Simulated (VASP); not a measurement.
Write the native input for VASP 6.6.1 that does the following.

```
Task                   : single point
Functional             : PBE
Dispersion             : D3(BJ)
Potentials or basis    : VASP PAW PBE potentials, release 64 (N, H, O, C)
Cutoff                 : 520 eV
k mesh                 : 1 × 1 × 1
Occupations            : fermi-dirac, width 0.05 eV
Spin                   : no spin polarisation
Dipole correction      : no
Further INCAR settings : LREAL = Auto; ALGO = Normal; EDIFF = 1e-06; NBANDS = 54
```

The structure of H3CNO lies in POSCAR:

```
H3CNO
1.0
    7.9602190000      0.0000000000      0.0000000000
    0.0000000000      7.9602190000      0.0000000000
    0.0000000000      0.0000000000      7.9602190000
N H O C
4 12 4 4
Direct
    0.8744231786      0.4230285624      0.7880938954
    0.5778735485      0.6925437604      0.8466224359
    0.9422228208      0.1292552378      0.1172832054
    0.5690546956      0.8685062559      0.4477515003
    0.7468136241      0.3978785006      0.7939605682
    0.9086684675      0.3992226847      0.6662630764
    0.9159798242      0.3307069818      0.8644360161
    0.4949361318      0.7055082279      0.9367204596
    0.7008601145      0.7100055916      0.8895986404
    0.5580122858      0.7742877426      0.7445398173
    0.9013319860      0.0450490118      0.0357527852
    0.9315321601      0.0831258537      0.2376190906
    0.8607929003      0.2240641872      0.1202981978
    0.6114907140      0.9870205832      0.4083179119
    0.6127092735      0.7801418529      0.3572012278
    0.4450128822      0.8661445119      0.4304278563
    0.4097625957      0.2467520052     -0.0334664159
    0.3073659154      0.4923985132      0.5834135970
    0.1153611477      0.8927895074      0.6899433294
    0.2384482135      0.6195558188      0.1683119522
    0.3831678500      0.1983362518      0.1001354360
    0.4122248395      0.4014588041      0.6195809437
    0.1867159685      0.8040356679      0.7749409909
    0.1252603729      0.7032846709      0.2047807981
```

One way to write it, as run:

INCAR

```
ALGO     = Normal         # electronic algorithm
EDIFF    = 1E-6           # SCF threshold, eV
ENCUT    = 520            # plane-wave cutoff, eV
GGA      = PE             # functional
ISIF     = 2              # what is computed and relaxed
ISMEAR   = -1             # smearing method
IVDW     = 12             # dispersion correction
LASPH    = True           # aspherical terms in the spheres
LCHARG   = False          # write CHGCAR
LREAL    = Auto         
LWAVE    = False          # write WAVECAR
NBANDS   = 54             # bands
NELM     = 60             # most SCF steps
PREC     = Accurate       # precision mode
SIGMA    = 0.05           # smearing width, eV
```

KPOINTS

```
k-points
0
Gamma
  1 1 1
```

Potentials or basis: VASP PAW PBE potentials, release 64 (N, H, O, C).

Run with:

```sh
$ cat potpaw_PBE.64/N/POTCAR potpaw_PBE.64/H/POTCAR potpaw_PBE.64/O/POTCAR potpaw_PBE.64/C/POTCAR > POTCAR
$ mpirun -np 1 vasp_gam > vasp.out
```

Results of the run:

```
Pressure                   : -0.4 GPa
Largest force              : 2.927 eV/Å
Dispersion energy per atom : -0.028 eV
```

Caveat: the k points lie up to 0.79 Å⁻¹ apart; the atoms stand as in a frame of molecular dynamics.

It took 27 s on 1 thread of Intel(R) Xeon(R) 6975P-C (Granite Rapids), on a shared host, peak memory 0.45 GiB.
